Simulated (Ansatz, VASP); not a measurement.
ZrO3 in VASP and in Ansatz

```
Zr O
1.0
     4.05663    0.00000    0.01058
     0.00000    3.23765    0.00000
    -0.91309    0.00000    7.38337
Zr O
2 6
Direct
  0.28422 0.75000 0.65570
  0.71578 0.25000 0.34430
  0.86212 0.75000 0.18404
  0.13788 0.25000 0.81596
  0.24033 0.25000 0.45566
  0.75967 0.75000 0.54434
  0.50118 0.25000 0.81650
  0.49882 0.75000 0.18350
```

Alike in both runs: task electric field gradients; functional PBEsol; k mesh 6 × 8 × 4; no spin polarisation.

|  | VASP | Ansatz |
| --- | --- | --- |
| version | VASP 6.6.1 | Ansatz 0.2.0 |
| potentials or method | VASP PAW PBE potentials, release 64 (Zr_sv, O), cutoff 520 eV | scalar-relativistic, plane waves, PAW |
| occupations | gaussian, width 0.01 eV | fixed |
| valence electrons in the cell | 60 | 60 |

```tsv
	VASP	Ansatz	Ansatz less VASP
gap on the k mesh at the Fermi level (eV)	3.47	3.49	+0.017
least direct gap on the mesh (eV)	3.54	3.56	+0.012
pressure (GPa)	0.8	0.0	-0.81
traceless stress, the component that is largest in VASP (GPa)	0.62	0.00	-0.619
rms of the force components (eV/Å)	0.123	0.000	-0.1228
size of Vzz on the site where it differs most (V/Å²)	268.7	261.9	-6.76
```

VASP's potentials were made for PBE, not for PBEsol. Atom by atom the forces differ by 0.123 eV/Å (rms over components). One of these differences is far larger than is usual between the two programs; its cause wasn't traced.
